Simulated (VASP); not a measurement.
# CsI (P4/mmm) in VASP: a series of runs

The runs below take CsI through electric field gradients, with LDA.

Program: VASP 6.6.1. These are calculated values, not measurements. Logs are shortened: lines on timing, memory, paths and dates and some standing lists are left out, and cuts for length are marked.

## 1. The cell of the first run

The structure is tetragonal, space group P4/mmm (No. 123). The conventional cell has a = 4.567 Å, b = 4.567 Å, c = 4.475 Å, α = 90.00°, β = 90.00°, γ = 90.00°. Within 5.2 Å of Cs (site symmetry 4/mmm) lie 8 I at 3.93 Å and 6 Cs at 4.48 to 4.57 Å. I (site symmetry 4/mmm) has 8 Cs at 3.93 Å and 6 I at 4.48 to 4.57 Å within 5.2 Å.

## 2. Electric field gradients, LDA (zz strain of -2 %)

File INCAR:

```
PREC = Accurate
ENCUT = 400
EDIFF = 1E-8
ISMEAR = -1
SIGMA = 0.01
LREAL = F
LASPH = T
NELM = 120
ALGO = Normal
ISIF = 2
LWAVE = F
LCHARG = F
LEFG = T
NBANDS = 15
GGA_COMPAT = F
```

File KPOINTS:

```
Automatic mesh
0
Gamma
  7 7 7
```

File POSCAR:

```
CsI
1.0
    4.5667000000      0.0000000000      0.0000000000
    0.0000000000      4.5667000000      0.0000000000
    0.0000000000      0.0000000000      4.4753660000
Cs I
1 1
Direct
    0.0000000000      0.0000000000      0.0000000000
    0.5000000000      0.5000000000      0.5000000000
```

Potentials or basis: VASP PAW LDA potentials, release 64 (Cs_sv, I).

On the command line:

```console
cat potpaw_LDA.64/Cs_sv/POTCAR potpaw_LDA.64/I/POTCAR > POTCAR
mpirun -np 1 vasp_std > vasp.out
```

OUTCAR:

```text
PREC = Accurate
   ENCUT = 400
   EDIFF = 1E-8
   ISMEAR = -1
   LREAL = F
   LASPH = T
   NELM = 120
   ISIF = 2

 ion  position               nearest neighbor table
   1  0.000  0.000  0.000-
   2  0.500  0.500  0.500-

  LATTYP: Found a simple tetragonal cell.
 ALAT       =     4.5667000000
 C/A-ratio  =     0.9800000000

  Lattice vectors:

 A1 = (   4.5667000000,   0.0000000000,   0.0000000000)
 A2 = (   0.0000000000,   4.5667000000,   0.0000000000)
 A3 = (   0.0000000000,   0.0000000000,   4.4753660000)

Analysis of symmetry for initial positions (statically):
=====================================================================
 Subroutine PRICEL returns:
 Original cell was already a primitive cell.

 Routine SETGRP: Setting up the symmetry group for a
 simple tetragonal supercell.

 Subroutine GETGRP returns: Found 16 space group operations
 (whereof 16 operations were pure point group operations)
 out of a pool of 16 trial point group operations.

The static configuration has the point symmetry D_4h.

Analysis of symmetry for dynamics (positions and initial velocities):
=====================================================================
 Subroutine PRICEL returns:
 Original cell was already a primitive cell.

 Routine SETGRP: Setting up the symmetry group for a
 simple tetragonal supercell.

 Subroutine GETGRP returns: Found 16 space group operations
 (whereof 16 operations were pure point group operations)
 out of a pool of 16 trial point group operations.

The dynamic configuration has the point symmetry D_4h.

 Subroutine INISYM returns: Found 16 space group operations
 (whereof 16 operations are pure point group operations),
 and found     1 'primitive' translations

----------------------------------------------------------------------------------------

                                     Primitive cell

  volume of cell :      93.3326

  direct lattice vectors                    reciprocal lattice vectors
     4.566700000  0.000000000  0.000000000     0.218976504  0.000000000  0.000000000
     0.000000000  4.566700000  0.000000000     0.000000000  0.218976504  0.000000000
     0.000000000  0.000000000  4.475366000     0.000000000  0.000000000  0.223445412

  length of vectors
     4.566700000  4.566700000  4.475366000     0.218976504  0.218976504  0.223445412

  position of ions in fractional coordinates (direct lattice)
     0.000000000  0.000000000  0.000000000
     0.500000000  0.500000000  0.500000000

  ion indices of the primitive-cell ions
   primitive index   ion index
                 1           1
                 2           2

----------------------------------------------------------------------------------------

 KPOINTS: Automatic mesh

Automatic generation of k-mesh.
 Grid dimensions read from file:
 generate k-points for:    7    7    7

 Generating k-lattice:

  Cartesian coordinates                     Fractional coordinates (reciprocal lattice)
     0.031282358  0.000000000  0.000000000     0.142857143  0.000000000  0.000000000
     0.000000000  0.031282358  0.000000000     0.000000000  0.142857143  0.000000000
     0.000000000  0.000000000  0.031920773     0.000000000  0.000000000  0.142857143

  Length of vectors
     0.031282358  0.031282358  0.031920773

  Shift w.r.t. Gamma in fractional coordinates (k-lattice)
     0.000000000  0.000000000  0.000000000

 Subroutine IBZKPT returns following result:
 ===========================================

 Found     40 irreducible k-points:

 Following reciprocal coordinates:
            Coordinates               Weight
  0.000000  0.000000  0.000000      1.000000
  0.142857  0.000000  0.000000      4.000000
  0.285714  0.000000  0.000000      4.000000
  0.428571  0.000000  0.000000      4.000000
  0.142857  0.142857  0.000000      4.000000
  0.285714  0.142857  0.000000      8.000000
[... 16 lines left out ...]
  0.285714  0.000000  0.285714      8.000000
  0.428571  0.000000  0.285714      8.000000
 [... further k-points ...]
   k-points           NKPTS =     40   k-points in BZ     NKDIM =     40   number of bands    NBANDS=     15
   number of dos      NEDOS =    301   number of ions     NIONS =      2
   total plane-waves  NPLWV =  27000
   dimension x,y,z NGX =    30 NGY =   30 NGZ =   30
   dimension x,y,z NGXF=    60 NGYF=   60 NGZF=   60
   ions per type =               1   1
   NGX,Y,Z   is equivalent  to a cutoff of  10.92, 10.92, 11.14 a.u.
   NGXF,Y,Z  is equivalent  to a cutoff of  21.84, 21.84, 22.29 a.u.
 SYSTEM =  unknown system
   PREC   = accura    normal or accurate (medium, high low for compatibility)
   ISTART =      0    job   : 0-new  1-cont  2-samecut
   ICHARG =      2    charge: 1-file 2-atom 10-const
   ISPIN  =      1    spin polarized calculation?
   LNONCOLLINEAR =      F non collinear calculations
   LSORBIT =      F    spin-orbit coupling
   LASPH  =      T    aspherical Exc in radial PAW
   ENCUT  =  400.0 eV  29.40 Ry    5.42 a.u.   7.45  7.45  7.30*2*pi/ulx,y,z
   NELM   =    120;   NELMIN=  2; NELMDL= -5     # of ELM steps
   EDIFF  = 0.1E-07   stopping-criterion for ELM
   LREAL  =      F    real-space projection
   EDIFFG = 0.1E-06   stopping-criterion for IOM
   NSW    =      0    number of steps for IOM
   IBRION =     -1    ionic relax: 0-MD 1-quasi-New 2-CG
   NFREE  =      0    steps in history (QN), initial steepest desc. (CG)
   ISIF   =      2    stress and relaxation
   ISYM   =      2    0-nonsym 1-usesym 2-fastsym
   POTIM  = 0.5000    time-step for ionic-motion
   TEBEG  =    0.0;   TEEND  =   0.0 temperature during run
   PSTRESS=    0.0 pullay stress
   NELECT =      16.0000    total number of electrons
   NUPDOWN=      -1.0000    fix difference up-down
   EMIN   =  10.00;   EMAX   =-10.00  energy-range for DOS
   EFERMI =   0.00;   METHOD = LEGACY
   ISMEAR =    -1;   SIGMA  =   0.01  broadening in eV -4-tet -1-fermi 0-gaus
   EFERMI_NEDOS =   21; number of points for ismear=-14 and -15
   IALGO  =     38    algorithm
   IMIX   =      4    mixing-type and parameters
     AMIX     =   0.40;   BMIX     =  1.00
     AMIX_MAG =   1.60;   BMIX_MAG =  1.00
  volume/ion in A,a.u.               =      46.67       314.92
  Fermi-wavevector in a.u.,A,eV,Ry     =   0.909432  1.718578 11.252928  0.827067
  Thomas-Fermi vector in A             =   2.033476
   LORBIT       =      0    0 simple, 1 ext, 2 COOP (PROOUT), +10 PAW based schemes
   GGA     = CA    functional components
   LHFCALC =     F    Hartree Fock is set to
   AEXX    =    0.0000 exact exchange contribution
   IVDW    =     0    specifies the selected vdW correction
   LEPSILON=     F    determine dielectric tensor
   LRPA    =     F    only Hartree local field effects (RPA)
 non-spin polarized calculation
  energy-cutoff  :      400.00
  volume of cell :       93.33
 maximum number of plane-waves:      1723
 NGX is ok and might be reduce to    30
   NGX = 15   NGY = 15   NGZ = 15

 number of electron      16.0000001 magnetization

 Free energy of the ion-electron system (eV)
  ---------------------------------------------------
  ext. energy  EPLUGINS =         0.00000000
  ---------------------------------------------------
  free energy    TOTEN  =        -6.15593126 eV

  energy without entropy =       -6.15593126  energy(sigma->0) =       -6.15593126

 E-fermi :   1.0449     XC(G=0):  -8.1636

 val. band max:        0.8149379601   @ k =   0.4286   0.4286   0.0000
 cond. band min:       4.3759802123   @ k =   0.0000   0.0000   0.0000
 fundamental gap:      3.5610422522
 Fermi energy:         1.0448700272

 k-point     1 :       0.0000    0.0000    0.0000
  band No.  band energies     occupation
      1     -19.5335      2.00000
      2      -9.9714      2.00000
      3      -6.2373      2.00000
      4      -6.2373      2.00000
      5      -6.2081      2.00000
      6       0.6632      2.00000
      7       0.6632      2.00000
      8       0.7575      2.00000
      9       4.3760      0.00000
     10       4.6854      0.00000
     11       4.7476      0.00000
     12       8.3920      0.00000
     13       8.5548      0.00000
     14       8.5548      0.00000
     15      10.8341      0.00000
[... 397 lines left out ...]
 k-point    24 :       0.4286    0.0000    0.2857
  band No.  band energies     occupation
      1     -19.4902      2.00000
      2      -9.8766      2.00000
      3      -6.5231      2.00000
      4      -6.4485      2.00000
      5      -6.1366      2.00000
      6      -0.3879      2.00000
      7       0.0926      2.00000
      8       0.6302      2.00000
      9       5.3964      0.00000
     10       5.9448      0.00000
     11       7.1125      0.00000
     12       7.5003      0.00000
     13       7.8077      0.00000
     14       9.0062      0.00000
     15       9.6459      0.00000

 [... further k-points ...]
[... 5 lines left out ...]
  --------------------------------------------------------------------------------------
  -------------------------------------------------------------------------------------
  Total       -0.7486472     -0.7486472     -0.5383633      0.0000000      0.0000000      0.0000000
  in kB      -12.8515129    -12.8515129     -9.2417129      0.0000000      0.0000000      0.0000000
  external PRESSURE =     -11.6482462 kB  Pullay stress =       0.0000000 kB

 VOLUME and BASIS-vectors are now :
 -----------------------------------------------------------------------------
  energy-cutoff  :      400.00
  volume of cell :       93.33
      direct lattice vectors                 reciprocal lattice vectors
     4.566700000  0.000000000  0.000000000     0.218976504  0.000000000  0.000000000
     0.000000000  4.566700000  0.000000000     0.000000000  0.218976504  0.000000000
     0.000000000  0.000000000  4.475366000     0.000000000  0.000000000  0.223445412

 POSITION                                       TOTAL-FORCE (eV/Angst)
 -----------------------------------------------------------------------------------
      0.00000      0.00000      0.00000         0.000000      0.000000      0.000000
      2.28335      2.28335      2.23768         0.000000      0.000000      0.000000
 -----------------------------------------------------------------------------------
    total drift:                                0.000000     -0.000000     -0.000000

  FREE ENERGIE OF THE ION-ELECTRON SYSTEM (eV)
  ---------------------------------------------------
  free  energy   TOTEN  =        -6.1559312632 eV

  energy  without entropy=       -6.1559312631  energy(sigma->0) =       -6.15593126

 Electric field gradients (V/A^2)
---------------------------------------------------------------------
 ion       V_xx      V_yy      V_zz      V_xy      V_xz      V_yz
---------------------------------------------------------------------
   1      -3.865    -3.865     7.730    -0.000    -0.000     0.000
   2       6.652     6.652   -13.304     0.000    -0.000    -0.000
---------------------------------------------------------------------

 Electric field gradients after diagonalization (V/A^2)
 (convention: |V_zz| > |V_xx| > |V_yy|)
----------------------------------------------------------------------
 ion       V_xx      V_yy      V_zz     asymmetry (V_yy - V_xx)/ V_zz
----------------------------------------------------------------------
   1      -3.865    -3.865     7.730       0.000
   2       6.652     6.652   -13.304       0.000
----------------------------------------------------------------------

           NMR quadrupolar parameters

 Cq : quadrupolar parameter    Cq=e*Q*V_zz/h
 eta: asymmetry parameters     (V_yy - V_xx)/ V_zz
 Q  : nuclear electric quadrupole moment in mb (millibarn)
----------------------------------------------------------------------
 ion       Cq(MHz)       eta       Q (mb)
----------------------------------------------------------------------
   1       0.019       0.000       1.000
   2      -0.032       0.000       1.000
----------------------------------------------------------------------
```

Run time: 27 s. Hardware: 1 thread of Intel Xeon Platinum 8259CL at 2.50GHz (Skylake/Cascade Lake), shared host; peak memory 0.17 GiB.

What came out:

```
Free energy            : -6.1559 eV
Pressure               : -1.2 GPa
Band gap on the k mesh : 3.56 eV, indirect (least direct gap 3.62 eV)
```

Stress tensor (GPa, compression positive):
```
-1.29  0.00  0.00
 0.00 -1.29  0.00
 0.00  0.00 -0.92
```

Electric field gradients, principal values (V/Å²):
```csv
atom,least,middle,greatest (by size)
1 Cs,-3.865,-3.865,7.730
2 I,6.652,6.652,-13.304
```

Caveat: the cell differs from its parent crystal (zz strain of -2 %); without QUAD_EFG the Cq values of the log hold for a quadrupole moment of 1 mb, not for the nuclei; spin-orbit coupling is left out, which moves the levels of the heavy elements.

## 3. Electric field gradients, LDA (zz strain of -1 %)

File INCAR:

```
ALGO     = Normal         # electronic algorithm
EDIFF    = 1E-8           # SCF threshold, eV
ENCUT    = 400            # plane-wave cutoff, eV
GGA_COMPAT= F            
ISIF     = 2              # what is computed and relaxed
ISMEAR   = -1             # smearing method
LASPH    = T              # aspherical terms in the spheres
LCHARG   = F              # write CHGCAR
LEFG     = T            
LREAL    = F              # projectors in reciprocal space
LWAVE    = F              # write WAVECAR
NBANDS   = 15             # bands
NELM     = 120            # most SCF steps
PREC     = Accurate       # precision mode
SIGMA    = 0.01           # smearing width, eV
```

File KPOINTS:

```
k-points
0
Gamma
  7 7 7
```

POSCAR, as its differences from that of step 2:

```diff
@@ -4,3 +4,3 @@
     0.0000000000      4.5667000000      0.0000000000
-    0.0000000000      0.0000000000      4.4753660000
+    0.0000000000      0.0000000000      4.5210330000
 Cs I
```

Potentials or basis: VASP PAW LDA potentials, release 64 (Cs_sv, I).

On the command line:

```console
cat potpaw_LDA.64/Cs_sv/POTCAR potpaw_LDA.64/I/POTCAR > POTCAR
mpirun -np 1 vasp_std > vasp.out
```

OUTCAR:

```text
EDIFF = 1E-8
   ENCUT = 400
   ISIF = 2
   ISMEAR = -1
   LASPH = T
   LREAL = F
   NELM = 120
   PREC = Accurate

 ion  position               nearest neighbor table
   1  0.000  0.000  0.000-
   2  0.500  0.500  0.500-

  LATTYP: Found a simple tetragonal cell.
 ALAT       =     4.5667000000
 C/A-ratio  =     0.9900000000

  Lattice vectors:

[... 643 lines left out ...]
    total drift:                                0.000000     -0.000000     -0.000000

  FREE ENERGIE OF THE ION-ELECTRON SYSTEM (eV)
  ---------------------------------------------------
  free  energy   TOTEN  =        -6.1498256416 eV

  energy  without entropy=       -6.1498256416  energy(sigma->0) =       -6.14982564

 Electric field gradients (V/A^2)
---------------------------------------------------------------------
 ion       V_xx      V_yy      V_zz      V_xy      V_xz      V_yz
---------------------------------------------------------------------
   1      -1.897    -1.897     3.794     0.000     0.000    -0.000
   2       3.287     3.287    -6.573     0.000     0.000     0.000
---------------------------------------------------------------------

 Electric field gradients after diagonalization (V/A^2)
 (convention: |V_zz| > |V_xx| > |V_yy|)
----------------------------------------------------------------------
 ion       V_xx      V_yy      V_zz     asymmetry (V_yy - V_xx)/ V_zz
----------------------------------------------------------------------
   1      -1.897    -1.897     3.794       0.000
   2       3.287     3.287    -6.573       0.000
----------------------------------------------------------------------

           NMR quadrupolar parameters

 Cq : quadrupolar parameter    Cq=e*Q*V_zz/h
 eta: asymmetry parameters     (V_yy - V_xx)/ V_zz
 Q  : nuclear electric quadrupole moment in mb (millibarn)
----------------------------------------------------------------------
 ion       Cq(MHz)       eta       Q (mb)
----------------------------------------------------------------------
   1       0.009       0.000       1.000
   2      -0.016       0.000       1.000
----------------------------------------------------------------------
```

OSZICAR:

```text
N       E                     dE             d eps       ncg     rms          rms(c)
DAV:   1     0.731077380711E+02    0.73108E+02   -0.52511E+03  1200   0.722E+02
DAV:   2    -0.318184482654E+00   -0.73426E+02   -0.67507E+02  1686   0.128E+02
DAV:   3    -0.621787466722E+01   -0.58997E+01   -0.58831E+01  1536   0.407E+01
DAV:   4    -0.629660080124E+01   -0.78726E-01   -0.78717E-01  1640   0.573E+00
DAV:   5    -0.629735821892E+01   -0.75742E-03   -0.75741E-03  1600   0.487E-01    0.158E+00
DAV:   6    -0.618037107190E+01    0.11699E+00   -0.84220E-02  1424   0.147E+00    0.108E+00
DAV:   7    -0.615065182674E+01    0.29719E-01   -0.68127E-02  1522   0.129E+00    0.481E-01
DAV:   8    -0.614996479693E+01    0.68703E-03   -0.82053E-03  1347   0.436E-01    0.747E-02
DAV:   9    -0.614981108118E+01    0.15372E-03   -0.34226E-04  1620   0.117E-01    0.469E-02
DAV:  10    -0.614983635016E+01   -0.25269E-04   -0.12710E-04  1305   0.464E-02    0.262E-02
DAV:  11    -0.614982738028E+01    0.89699E-05   -0.59113E-05  1445   0.352E-02    0.607E-03
DAV:  12    -0.614982563120E+01    0.17491E-05   -0.49988E-06  1298   0.125E-02    0.208E-03
DAV:  13    -0.614982563966E+01   -0.84647E-08   -0.38820E-07  1550   0.292E-03    0.388E-04
DAV:  14    -0.614982564163E+01   -0.19691E-08   -0.67426E-09  1055   0.484E-04
   1 F= -.61498256E+01 E0= -.61498256E+01  d E =-.254827E-12
```

stdout:

```text
POSCAR found type information on POSCAR CsI
 POSCAR found :  2 types and       2 ions
 scaLAPACK will be used
 LDA part: xc-table for (Slater(with rela. corr.)+CA(PZ))
 , standard interpolation
 POSCAR, INCAR and KPOINTS ok, starting setup
 FFT: planning ... GRIDC
 FFT: planning ... GRID_SOFT
 FFT: planning ... GRID
 WAVECAR not read
 entering main loop
ion   1

ion   2
```

It took 27 s on 1 thread of Intel Xeon Platinum 8259CL at 2.50GHz (Skylake/Cascade Lake), shared host; peak memory 0.17 GiB.

What came out:

```
Free energy            : -6.1498 eV
Pressure               : -1.3 GPa
Band gap on the k mesh : 3.57 eV, indirect (least direct gap 3.63 eV)
```

Stress tensor (GPa, compression positive):
```
-1.33  0.00  0.00
 0.00 -1.33  0.00
 0.00  0.00 -1.15
```

Levels at points of the mesh, in eV from the valence-band top:
| k point | band 6 | band 7 | band 8 | band 9 | band 10 | band 11 |
| --- | --- | --- | --- | --- | --- | --- |
| (0.00, 0.00, 0.00) | -0.11 | -0.11 | -0.06 | 3.57 | 3.93 | 3.96 |

Electric field gradients, principal values (V/Å²):
```csv
atom,least,middle,greatest (by size)
1 Cs,-1.897,-1.897,3.794
2 I,3.287,3.287,-6.573
```

Caveat: the cell differs from its parent crystal (zz strain of -1 %); without QUAD_EFG the Cq values of the log hold for a quadrupole moment of 1 mb, not for the nuclei; spin-orbit coupling is left out, which moves the levels of the heavy elements. A k mesh can miss the band edges.

(Continued in part 2 of 2.)
